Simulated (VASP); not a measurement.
## Tl: single point with PBEsol

Crystal: Tl.

```
Tl
1.0
    -1.94100    1.94100    1.94100
     1.94100   -1.94100    1.94100
     1.94100    1.94100   -1.94100
Tl
1
Direct
  0.00000 0.00000 0.00000
```

This isn't the form of Tl at room conditions, which is hcp.

| Property | Result |
| --- | --- |
| Program | VASP 6.6.1 |
| Task | single point |
| Functional | PBEsol |
| Potentials or basis | VASP PAW PBE potentials, release 64 (Tl_d) |
| Cutoff | 500 eV |
| k mesh | 10 × 10 × 10, shifted |
| Occupations | methfessel-paxton, width 0.01 eV |
| Spin | no spin polarisation |

```
Pressure               : -1.1 GPa
Band gap on the k mesh : zero (an odd number of electrons rules out a gap without spin polarisation)
```

Levels at points of the mesh, in eV from the Fermi level:
| k point | band 3 | band 4 | band 5 | band 6 | band 7 | band 8 | band 9 | band 10 |
| --- | --- | --- | --- | --- | --- | --- | --- | --- |
| (0.05, 0.05, 0.05) | -11.38 | -11.08 | -11.08 | -9.47 | 7.98 | 9.44 | 9.44 | 12.23 |

Run time: 11 s on 1 thread of Intel(R) Xeon(R) Platinum 8375C CPU @ 2.90GHz (Ice Lake) (shared host), peak memory 0.16 GiB.

Caveat: the PAW data sets were made with another functional, which shifts forces and pressure a little; spin-orbit coupling is left out, which moves the levels of the heavy elements.
